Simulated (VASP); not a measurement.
# CaGe2N3 (P-3m1) in VASP: single point with PBE

Aim: the single point of CaGe2N3 with PBE.

All numbers are computed with VASP 6.6.1; they aren't measurements. Logs are shortened: lines on timing, memory, paths and dates and some standing lists are left out, and cuts for length are marked.

### Step 1. The cell of the first run

The structure is trigonal, space group P-3m1 (No. 164). Conventional cell: a = 3.549 Å, b = 3.549 Å, c = 8.650 Å, α = 90.00°, β = 90.00°, γ = 120.00°. Ca (site symmetry -3m) has 6 N at 2.43 Å within 3.2 Å. Within 3.4 Å of Ge (site symmetry 3m) lie 6 N at 2.54 Å. N (site symmetry -3m) has 6 Ge at 2.54 Å within 3.4 Å. N (site symmetry 3m) has 3 Ca at 2.43 Å and 3 Ge at 2.54 Å within 3.2 Å.

### Step 2. Single point, PBE

File INCAR:

```
SYSTEM = CaGe2N3
  ALGO = Normal
  EDIFF = 1E-6
  ENCUT = 520
  GGA = PE
  ISIF = 2
  ISMEAR = 0
  LASPH = .True.
  LCHARG = .False.
  LREAL = .False.
  LWAVE = .False.
  NBANDS = 36
  NELM = 100
  PREC = Accurate
  SIGMA = 0.1
```

File KPOINTS:

```
k-points
0
Gamma
  6 6 2
  0 0 0
```

File POSCAR:

```
CaGe2N3
1.0
    3.5493131400      0.0000000000      0.0000000000
   -1.7746565700      3.0737953500      0.0000000000
    0.0000000000      0.0000000000      8.6502494500
Ca Ge N
1 2 3
Direct
    0.0000000000      0.0000000000      0.0000000000
    0.3333333300      0.6666666700      0.6741914200
    0.6666666700      0.3333333300      0.3258085800
    0.0000000000      0.0000000000      0.5000000000
    0.3333333300      0.6666666700      0.1517480900
    0.6666666700      0.3333333300      0.8482519100
```

Potentials or basis: VASP PAW PBE potentials, release 64 (Ca_sv, Ge_d, N).

The run is started by

```bash
$ cat potpaw_PBE.64/Ca_sv/POTCAR potpaw_PBE.64/Ge_d/POTCAR potpaw_PBE.64/N/POTCAR > POTCAR
$ mpirun -np 1 vasp_std > vasp.out
```

OUTCAR:

```text
SYSTEM = CaGe2N3
   EDIFF = 1E-6
   ENCUT = 520
   GGA = PE
   ISIF = 2
   ISMEAR = 0
   LASPH = .True.
   LREAL = .False.
   NELM = 100
   PREC = Accurate

 ion  position               nearest neighbor table
   1  0.000  0.000  0.000-   5 2.43   6 2.43   6 2.43   5 2.43   6 2.43   5 2.43
   2  0.333  0.667  0.674-
   3  0.667  0.333  0.326-
   4  0.000  0.000  0.500-
   5  0.333  0.667  0.152-   1 2.43   1 2.43   1 2.43
   6  0.667  0.333  0.848-   1 2.43   1 2.43   1 2.43

  LATTYP: Found a hexagonal cell.
 ALAT       =     3.5493131400
 C/A-ratio  =     2.4371615320

  Lattice vectors:

 A1 = (   3.5493131400,   0.0000000000,   0.0000000000)
 A2 = (  -1.7746565700,   3.0737953500,   0.0000000000)
 A3 = (   0.0000000000,   0.0000000000,   8.6502494500)

Analysis of symmetry for initial positions (statically):
=====================================================================
 Subroutine PRICEL returns:
 Original cell was already a primitive cell.

 Routine SETGRP: Setting up the symmetry group for a
 hexagonal supercell.

 Subroutine GETGRP returns: Found 12 space group operations
 (whereof 12 operations were pure point group operations)
 out of a pool of 24 trial point group operations.

The static configuration has the point symmetry D_3d.

Analysis of symmetry for dynamics (positions and initial velocities):
=====================================================================
 Subroutine PRICEL returns:
 Original cell was already a primitive cell.

 Routine SETGRP: Setting up the symmetry group for a
 hexagonal supercell.

 Subroutine GETGRP returns: Found 12 space group operations
 (whereof 12 operations were pure point group operations)
 out of a pool of 24 trial point group operations.

The dynamic configuration has the point symmetry D_3d.

 Subroutine INISYM returns: Found 12 space group operations
 (whereof 12 operations are pure point group operations),
 and found     1 'primitive' translations

----------------------------------------------------------------------------------------

                                     Primitive cell

  volume of cell :      94.3730

  direct lattice vectors                    reciprocal lattice vectors
     3.549313140  0.000000000  0.000000000     0.281744653  0.162665351  0.000000000
    -1.774656570  3.073795350  0.000000000     0.000000000  0.325330702  0.000000000
     0.000000000  0.000000000  8.650249450     0.000000000  0.000000000  0.115603603

  length of vectors
     3.549313140  3.549313144  8.650249450     0.325330703  0.325330702  0.115603603

  position of ions in fractional coordinates (direct lattice)
     0.000000000  0.000000000  0.000000000
     0.333333330  0.666666670  0.674191420
     0.666666670  0.333333330  0.325808580
     0.000000000  0.000000000  0.500000000
     0.333333330  0.666666670  0.151748090
     0.666666670  0.333333330  0.848251910

  ion indices of the primitive-cell ions
   primitive index   ion index
                 1           1
                 2           2
                 3           3
                 4           4
                 5           5
                 6           6

----------------------------------------------------------------------------------------

 KPOINTS: k-points

Automatic generation of k-mesh.
 Grid dimensions read from file:
 generate k-points for:    6    6    2

 Generating k-lattice:

  Cartesian coordinates                     Fractional coordinates (reciprocal lattice)
     0.046957442  0.027110892  0.000000000     0.166666667  0.000000000  0.000000000
     0.000000000  0.054221784  0.000000000     0.000000000  0.166666667  0.000000000
     0.000000000  0.000000000  0.057801801     0.000000000  0.000000000  0.500000000

  Length of vectors
     0.054221784  0.054221784  0.057801801

  Shift w.r.t. Gamma in fractional coordinates (k-lattice)
     0.000000000  0.000000000  0.000000000

 Subroutine IBZKPT returns following result:
 ===========================================

 Found     14 irreducible k-points:

 Following reciprocal coordinates:
            Coordinates               Weight
  0.000000  0.000000  0.000000      1.000000
  0.166667  0.000000  0.000000      6.000000
  0.333333 -0.000000  0.000000      6.000000
  0.500000  0.000000  0.000000      3.000000
  0.166667  0.166667  0.000000      6.000000
  0.333333  0.166667  0.000000     12.000000
  0.333333  0.333333  0.000000      2.000000
  0.000000  0.000000  0.500000      1.000000
  0.166667  0.000000  0.500000      6.000000
  0.333333 -0.000000  0.500000      6.000000
  0.500000  0.000000  0.500000      3.000000
  0.166667  0.166667  0.500000      6.000000
  0.333333  0.166667  0.500000     12.000000
  0.333333  0.333333  0.500000      2.000000
   k-points           NKPTS =     14   k-points in BZ     NKDIM =     14   number of bands    NBANDS=     36
   number of dos      NEDOS =    301   number of ions     NIONS =      6
   total plane-waves  NPLWV =  50176
   dimension x,y,z NGX =    28 NGY =   28 NGZ =   64
   dimension x,y,z NGXF=    56 NGYF=   56 NGZF=  128
   ions per type =               1   2   3
   NGX,Y,Z   is equivalent  to a cutoff of  13.11, 13.11, 12.30 a.u.
   NGXF,Y,Z  is equivalent  to a cutoff of  26.23, 26.23, 24.60 a.u.
 SYSTEM =  CaGe2N3
   PREC   = accura    normal or accurate (medium, high low for compatibility)
   ISTART =      0    job   : 0-new  1-cont  2-samecut
   ICHARG =      2    charge: 1-file 2-atom 10-const
   ISPIN  =      1    spin polarized calculation?
   LNONCOLLINEAR =      F non collinear calculations
   LSORBIT =      F    spin-orbit coupling
   LASPH  =      T    aspherical Exc in radial PAW
   ENCUT  =  520.0 eV  38.22 Ry    6.18 a.u.   6.60  6.60 16.08*2*pi/ulx,y,z
   NELM   =    100;   NELMIN=  2; NELMDL= -5     # of ELM steps
   EDIFF  = 0.1E-05   stopping-criterion for ELM
   LREAL  =      F    real-space projection
   EDIFFG = 0.1E-04   stopping-criterion for IOM
   NSW    =      0    number of steps for IOM
   IBRION =     -1    ionic relax: 0-MD 1-quasi-New 2-CG
   NFREE  =      0    steps in history (QN), initial steepest desc. (CG)
   ISIF   =      2    stress and relaxation
   ISYM   =      2    0-nonsym 1-usesym 2-fastsym
   POTIM  = 0.5000    time-step for ionic-motion
   TEBEG  =    0.0;   TEEND  =   0.0 temperature during run
   PSTRESS=    0.0 pullay stress
   NELECT =      53.0000    total number of electrons
   NUPDOWN=      -1.0000    fix difference up-down
   EMIN   =  10.00;   EMAX   =-10.00  energy-range for DOS
   EFERMI =   0.00;   METHOD = LEGACY
   ISMEAR =     0;   SIGMA  =   0.10  broadening in eV -4-tet -1-fermi 0-gaus
   EFERMI_NEDOS =   21; number of points for ismear=-14 and -15
   IALGO  =     38    algorithm
   IMIX   =      4    mixing-type and parameters
     AMIX     =   0.40;   BMIX     =  1.00
     AMIX_MAG =   1.60;   BMIX_MAG =  1.00
  volume/ion in A,a.u.               =      15.73       106.14
  Fermi-wavevector in a.u.,A,eV,Ry     =   1.350675  2.552405 24.821416  1.824323
  Thomas-Fermi vector in A             =   2.478160
   LORBIT       =      0    0 simple, 1 ext, 2 COOP (PROOUT), +10 PAW based schemes
   GGA     = PE    functional components
   LHFCALC =     F    Hartree Fock is set to
   AEXX    =    0.0000 exact exchange contribution
   IVDW    =     0    specifies the selected vdW correction
   LEPSILON=     F    determine dielectric tensor
   LRPA    =     F    only Hartree local field effects (RPA)
 non-spin polarized calculation
 Gauss-broadening in eV      SIGMA  =   0.10
  energy-cutoff  :      520.00
  volume of cell :       94.37
 maximum number of plane-waves:      2577
 NGX is ok and might be reduce to    28
   NGX = 13   NGY = 13   NGZ = 33

 number of electron      53.0000007 magnetization

 Free energy of the ion-electron system (eV)
  ---------------------------------------------------
  ext. energy  EPLUGINS =         0.00000000
  ---------------------------------------------------
  free energy    TOTEN  =       -32.37412783 eV

  energy without entropy =      -32.36234068  energy(sigma->0) =      -32.36823426

 E-fermi :   3.5258     XC(G=0): -10.4279

 val. band max:        3.2838568051   @ k =   0.0000   0.0000   0.0000
 cond. band min:       3.5563456837   @ k =   0.3333   0.1667   0.5000
 fundamental gap:      0.2724888786
 Fermi energy:         3.5257937416

 k-point     1 :       0.0000    0.0000    0.0000
  band No.  band energies     occupation
      1     -35.0450      2.00000
      2     -21.2347      2.00000
      3     -21.2347      2.00000
      4     -21.2343      2.00000
      5     -21.2343      2.00000
      6     -21.2280      2.00000
[... 28 lines left out ...]
     35       9.6638      0.00000
     36       9.6914      0.00000

 k-point     2 :       0.1667    0.0000    0.0000
  band No.  band energies     occupation
      1     -35.0346      2.00000
      2     -21.2358      2.00000
      3     -21.2348      2.00000
      4     -21.2311      2.00000
      5     -21.2302      2.00000
      6     -21.2259      2.00000
[... 28 lines left out ...]
     35       9.5507      0.00000
     36      10.0316      0.00000

 k-point     3 :       0.3333   -0.0000    0.0000
  band No.  band energies     occupation
      1     -35.0139      2.00000
      2     -21.2387      2.00000
      3     -21.2362      2.00000
      4     -21.2259      2.00000
      5     -21.2252      2.00000
      6     -21.2237      2.00000
[... 28 lines left out ...]
     35       9.0842      0.00000
     36      10.5391      0.00000
[... 352 lines left out ...]
 k-point    13 :       0.3333    0.1667    0.5000
  band No.  band energies     occupation
      1     -35.0034      2.00000
      2     -21.2357      2.00000
      3     -21.2333      2.00000
      4     -21.2279      2.00000
      5     -21.2256      2.00000
      6     -21.2236      2.00000
[... 28 lines left out ...]
     35       9.5691      0.00000
     36      10.3207      0.00000

 k-point    14 :       0.3333    0.3333    0.5000
  band No.  band energies     occupation
      1     -34.9982      2.00000
      2     -21.2288      2.00000
      3     -21.2279      2.00000
      4     -21.2279      2.00000
      5     -21.2262      2.00000
      6     -21.2262      2.00000
[... 28 lines left out ...]
     35      10.1169      0.00000
     36      10.1169      0.00000

------------------------ aborting loop because EDIFF is reached ----------------------------------------

  FORCE on cell =-STRESS in cart. coord.  units (eV):
  Direction    XX          YY          ZZ          XY          YZ          ZX
  --------------------------------------------------------------------------------------
  -------------------------------------------------------------------------------------
  Total      -10.5659470    -10.5659470    -12.9727808     -0.0000000      0.0000000      0.0000000
  in kB     -179.3787990   -179.3787996   -220.2397806     -0.0000000      0.0000000      0.0000000
  external PRESSURE =    -192.9991264 kB  Pullay stress =       0.0000000 kB

 VOLUME and BASIS-vectors are now :
 -----------------------------------------------------------------------------
  energy-cutoff  :      520.00
  volume of cell :       94.37
      direct lattice vectors                 reciprocal lattice vectors
     3.549313140  0.000000000  0.000000000     0.281744653  0.162665351  0.000000000
    -1.774656570  3.073795350  0.000000000     0.000000000  0.325330702  0.000000000
     0.000000000  0.000000000  8.650249450     0.000000000  0.000000000  0.115603603

 POSITION                                       TOTAL-FORCE (eV/Angst)
 -----------------------------------------------------------------------------------
      0.00000      0.00000      0.00000        -0.000000      0.000000      0.000000
     -0.00000      2.04920      5.83192         0.000000      0.000000      0.833591
      1.77466      1.02460      2.81833        -0.000000     -0.000000     -0.833591
      0.00000      0.00000      4.32512        -0.000000      0.000000      0.000000
     -0.00000      2.04920      1.31266         0.000000      0.000000      2.813377
      1.77466      1.02460      7.33759         0.000000     -0.000000     -2.813377
 -----------------------------------------------------------------------------------
    total drift:                               -0.000000      0.000000     -0.000000

  FREE ENERGIE OF THE ION-ELECTRON SYSTEM (eV)
  ---------------------------------------------------
  free  energy   TOTEN  =       -32.3741278339 eV

  energy  without entropy=      -32.3623406802  energy(sigma->0) =      -32.36823426
```

It took 50 s on 1 thread of Intel Xeon Platinum 8375C at 2.90GHz (Ice Lake), shared host; peak memory 0.23 GiB.

What came out:

- Free energy: -32.3741 eV
- Pressure: -19.3 GPa
- Largest force: 2.813 eV/Å

Forces in eV/Å, atoms in the order of the input:
```
Ca   0.000  0.000  0.000
Ge   0.000  0.000  0.834
Ge   0.000  0.000 -0.834
N    0.000  0.000  0.000
N    0.000  0.000  2.813
N    0.000  0.000 -2.813
```

Stress tensor (GPa, compression positive):
```
-17.94   0.00   0.00
  0.00 -17.94   0.00
  0.00   0.00 -22.02
```

Caveat: the k points lie up to 0.36 Å⁻¹ apart; forces of over 1 eV/Å act on the atoms, so gaps and moduli don't describe the material at rest.
